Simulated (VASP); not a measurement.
# ZrS2 (P-3m1) in VASP: further runs

ZrS2 is run at these levels: PBE+D3(BJ); tasks: single point.

Program: VASP 6.6.1. These are calculated values, not measurements. Logs are shortened: lines on timing, memory, paths and dates and some standing lists are left out, and cuts for length are marked.

### 1 The cell of the first run

Symmetry: P-3m1, No. 164, trigonal system. The conventional cell has a = 3.321 Å, b = 3.321 Å, c = 5.114 Å, α = 90.00°, β = 90.00°, γ = 120.00°. Zr (site symmetry -3m) has 6 S at 2.46 Å and 6 Zr at 3.32 Å within 3.4 Å. S (site symmetry 3m) has 3 Zr at 2.46 Å and 9 S at 2.80 to 3.32 Å within 3.4 Å.

### 2 Single point, PBE+D3(BJ)

INCAR reads:

```
SYSTEM = ZrS2
PREC = Accurate
ENCUT = 500
EDIFF = 1E-6
ISMEAR = -1
SIGMA = 0.15
LREAL = .False.
LASPH = .True.
NELM = 120
ALGO = Normal
ISIF = 2
LWAVE = .False.
LCHARG = .False.
GGA = PE
IVDW = 12
NBANDS = 19
GGA_COMPAT = .False.
```

KPOINTS reads:

```
Automatic mesh
0
Gamma
  12 12 8
  0 0 0
```

POSCAR reads:

```
ZrS2
1.0
    3.3213855668      0.0000000000      0.0000000000
   -1.6606927834      2.8764042767      0.0000000000
    0.0000000000      0.0000000000      5.1138505048
Zr S
1 2
Direct
    0.0000000000      0.0000000000      0.0000000000
    0.3333333333      0.6666666667      0.3001353932
    0.6666666667      0.3333333333      0.6998646068
```

Potentials or basis: VASP PAW PBE potentials, release 64 (Zr_sv, S).

Launch:

```console
$ cat potpaw_PBE.64/Zr_sv/POTCAR potpaw_PBE.64/S/POTCAR > POTCAR
$ mpirun -np 1 vasp_std > vasp.out
```

OUTCAR:

```text
SYSTEM = ZrS2
   PREC = Accurate
   ENCUT = 500
   EDIFF = 1E-6
   ISMEAR = -1
   LREAL = .False.
   LASPH = .True.
   NELM = 120
   ISIF = 2
   GGA = PE
   IVDW = 12
 IVDW          = 12

 ion  position               nearest neighbor table
   1  0.000  0.000  0.000-   2 2.46   3 2.46   3 2.46   2 2.46   3 2.46   2 2.46
   2  0.333  0.667  0.300-   1 2.46   1 2.46   1 2.46
   3  0.667  0.333  0.700-   1 2.46   1 2.46   1 2.46

  LATTYP: Found a hexagonal cell.
 ALAT       =     3.3213855668
 C/A-ratio  =     1.5396738506

  Lattice vectors:

 A1 = (   3.3213855668,   0.0000000000,   0.0000000000)
 A2 = (  -1.6606927834,   2.8764042767,   0.0000000000)
 A3 = (   0.0000000000,   0.0000000000,   5.1138505048)

Analysis of symmetry for initial positions (statically):
=====================================================================
 Subroutine PRICEL returns:
 Original cell was already a primitive cell.

 Routine SETGRP: Setting up the symmetry group for a
 hexagonal supercell.

 Subroutine GETGRP returns: Found 12 space group operations
 (whereof 12 operations were pure point group operations)
 out of a pool of 24 trial point group operations.

The static configuration has the point symmetry D_3d.

Analysis of symmetry for dynamics (positions and initial velocities):
=====================================================================
 Subroutine PRICEL returns:
 Original cell was already a primitive cell.

 Routine SETGRP: Setting up the symmetry group for a
 hexagonal supercell.

 Subroutine GETGRP returns: Found 12 space group operations
 (whereof 12 operations were pure point group operations)
 out of a pool of 24 trial point group operations.

The dynamic configuration has the point symmetry D_3d.

 Subroutine INISYM returns: Found 12 space group operations
 (whereof 12 operations are pure point group operations),
 and found     1 'primitive' translations

----------------------------------------------------------------------------------------

                                     Primitive cell

  volume of cell :      48.8559

  direct lattice vectors                    reciprocal lattice vectors
     3.321385567  0.000000000  0.000000000     0.301079167  0.173828138  0.000000000
    -1.660692783  2.876404277  0.000000000     0.000000000  0.347656276  0.000000000
     0.000000000  0.000000000  5.113850505     0.000000000  0.000000000  0.195547367

  length of vectors
     3.321385567  3.321385567  5.113850505     0.347656276  0.347656276  0.195547367

[... 81 lines left out ...]
   NELM   =    120;   NELMIN=  2; NELMDL= -5     # of ELM steps
   EDIFF  = 0.1E-05   stopping-criterion for ELM
   LREAL  =      F    real-space projection
   EDIFFG = 0.1E-04   stopping-criterion for IOM
   NSW    =      0    number of steps for IOM
   IBRION =     -1    ionic relax: 0-MD 1-quasi-New 2-CG
   NFREE  =      0    steps in history (QN), initial steepest desc. (CG)
   ISIF   =      2    stress and relaxation
   ISYM   =      2    0-nonsym 1-usesym 2-fastsym
   POTIM  = 0.5000    time-step for ionic-motion
   TEBEG  =    0.0;   TEEND  =   0.0 temperature during run
   PSTRESS=    0.0 pullay stress
   NELECT =      24.0000    total number of electrons
   NUPDOWN=      -1.0000    fix difference up-down
   EMIN   =  10.00;   EMAX   =-10.00  energy-range for DOS
   EFERMI =   0.00;   METHOD = LEGACY
   ISMEAR =    -1;   SIGMA  =   0.15  broadening in eV -4-tet -1-fermi 0-gaus
   EFERMI_NEDOS =   21; number of points for ismear=-14 and -15
   IALGO  =     38    algorithm
   IMIX   =      4    mixing-type and parameters
     AMIX     =   0.40;   BMIX     =  1.00
     AMIX_MAG =   1.60;   BMIX_MAG =  1.00
  volume/ion in A,a.u.               =      16.29       109.90
  Fermi-wavevector in a.u.,A,eV,Ry     =   1.291733  2.441022 22.702337  1.668575
  Thomas-Fermi vector in A             =   2.423485
   LORBIT       =      0    0 simple, 1 ext, 2 COOP (PROOUT), +10 PAW based schemes
   GGA     = PE    functional components
   LHFCALC =     F    Hartree Fock is set to
   AEXX    =    0.0000 exact exchange contribution
   IVDW    =    12    specifies the selected vdW correction
   LEPSILON=     F    determine dielectric tensor
   LRPA    =     F    only Hartree local field effects (RPA)
 non-spin polarized calculation
  energy-cutoff  :      500.00
  volume of cell :       48.86
 maximum number of plane-waves:      1260
   NGX = 13   NGY = 13   NGZ = 19

 number of electron      23.9999994 magnetization

 Free energy of the ion-electron system (eV)
  ---------------------------------------------------
  ext. energy  EPLUGINS =         0.00000000
  ---------------------------------------------------
  free energy    TOTEN  =       -20.00156817 eV

  energy without entropy =      -19.96241086  energy(sigma->0) =      -19.98198952

 E-fermi :   9.0965     XC(G=0): -11.4209

 val. band max:        9.0550314330   @ k =   0.0000   0.0000   0.1250
 cond. band min:       9.1434645383   @ k =   0.0000   0.0000   0.1250
 fundamental gap:      0.0884331053
 Fermi energy:         9.0964573947

 k-point     1 :       0.0000    0.0000    0.0000
  band No.  band energies     occupation
      1     -39.3563      2.00000
      2     -17.6580      2.00000
      3     -17.2357      2.00000
      4     -17.2357      2.00000
      5      -5.7860      2.00000
      6      -2.3728      2.00000
[... 505 lines left out ...]
      6      -2.6310      2.00000
[... 11 lines left out ...]
     18      15.7855      0.00000
     19      17.8141      0.00000

 [... further k-points ...]

------------------------ aborting loop because EDIFF is reached ----------------------------------------

 Edisp (eV)   -1.49041

 E8    (eV) :    -0.6363

  FORCE on cell =-STRESS in cart. coord.  units (eV):
  Direction    XX          YY          ZZ          XY          YZ          ZX
  --------------------------------------------------------------------------------------
  -------------------------------------------------------------------------------------
  Total       7.61350     7.61350     7.62915    -0.00000     0.00000     0.00000
  in kB     249.67665   249.67665   250.18975    -0.00000     0.00000     0.00000
  external pressure =      249.85 kB  Pullay stress =        0.00 kB

 VOLUME and BASIS-vectors are now :
 -----------------------------------------------------------------------------
  energy-cutoff  :      500.00
  volume of cell :       48.86
      direct lattice vectors                 reciprocal lattice vectors
     3.321385567  0.000000000  0.000000000     0.301079167  0.173828138  0.000000000
    -1.660692783  2.876404277  0.000000000     0.000000000  0.347656276  0.000000000
     0.000000000  0.000000000  5.113850505     0.000000000  0.000000000  0.195547367

 POSITION                                       TOTAL-FORCE (eV/Angst)
 -----------------------------------------------------------------------------------
      0.00000      0.00000      0.00000         0.000000      0.000000      0.000000
     -0.00000      1.91760      1.53485        -0.000000      0.000000     -0.004063
      1.66069      0.95880      3.57900         0.000000     -0.000000      0.004063
 -----------------------------------------------------------------------------------
    total drift:                               -0.000000      0.000000     -0.000000

  FREE ENERGIE OF THE ION-ELECTRON SYSTEM (eV)
  ---------------------------------------------------
  free  energy   TOTEN  =       -21.4919742176 eV

  energy  without entropy=      -21.4528169165  energy(sigma->0) =      -21.47239557
```

It took 2.2 min on 1 thread of Oxide Virtual Turin-like, shared host; peak memory 0.21 GiB.

What came out:

```yaml
Free_energy: -21.4920 eV
Pressure: 25.0 GPa
Largest_force: 0.004 eV/Å
Band_gap_on_the_k_mesh: zero (bands 12 and 13 overlap by 1.05 eV)
Dispersion_energy_per_atom: -0.497 eV
```

Forces in eV/Å, atoms in the order of the input:
```
Zr   0.000  0.000  0.000
S    0.000  0.000 -0.004
S    0.000  0.000  0.004
```

Caveat: the cell stands under pressure.

### 3 Single point, PBE+D3(BJ)

INCAR reads:

```
  PREC = Accurate
  ENCUT = 500
  EDIFF = 1E-6
  ISMEAR = -1
  SIGMA = 0.15
  LREAL = False
  LASPH = True
  NELM = 120
  ALGO = Normal
  ISIF = 2
  LWAVE = False
  LCHARG = False
  GGA = PE
  IVDW = 12
  ISYM = 0
  NBANDS = 19
  GGA_COMPAT = False
```

KPOINTS reads:

```
Automatic mesh
0
Gamma
  12 12 8
```

POSCAR is that of step 2.

Potentials or basis: VASP PAW PBE potentials, release 64 (Zr_sv, S).

Launch:

```console
$ cat potpaw_PBE.64/Zr_sv/POTCAR potpaw_PBE.64/S/POTCAR > POTCAR
$ mpirun -np 1 vasp_std > vasp.out
```

Wall time 8.4 min (1 thread of Oxide Virtual Turin-like, shared host); peak memory 0.5 GiB.

The run converged. Its results:

```
Free energy                : -21.4920 eV
Pressure                   : 25.0 GPa
Largest force              : 0.004 eV/Å
Band gap on the k mesh     : zero (bands 12 and 13 overlap by 1.05 eV)
Dispersion energy per atom : -0.497 eV
```

Forces on the atoms (eV/Å):
```
Zr   0.000  0.000  0.000
S    0.000  0.000 -0.004
S    0.000  0.000  0.004
```

Levels at points of the mesh, in eV from the Fermi level:
```
           k point  band 9  band 10  band 11  band 12  band 13  band 14  band 15  band 16
(0.00, 0.00, 0.00)   -3.07     0.11     0.11     0.80     1.41     1.69     1.69     3.94
(0.50, 0.00, 0.00)   -3.48    -2.68    -2.22    -2.21     0.08     4.42     5.01     6.36
(0.00, 0.50, 0.00)   -3.48    -2.68    -2.22    -2.21     0.08     4.42     5.01     6.36
(0.50, 0.50, 0.00)   -3.48    -2.68    -2.22    -2.21     0.08     4.42     5.01     6.36
(0.00, 0.00, 0.50)   -2.77    -2.77    -0.83    -0.83     1.46     1.46     2.40     5.86
(0.50, 0.00, 0.50)   -3.66    -3.24    -0.49    -0.35    -0.25     4.31     4.66     4.69
(0.00, 0.50, 0.50)   -3.66    -3.24    -0.49    -0.35    -0.25     4.31     4.66     4.69
(0.50, 0.50, 0.50)   -3.66    -3.24    -0.49    -0.35    -0.25     4.31     4.66     4.69
```

Caveat: the cell stands under pressure.

The gap in the log of VASP goes by the Fermi energy; the results here count the filled bands.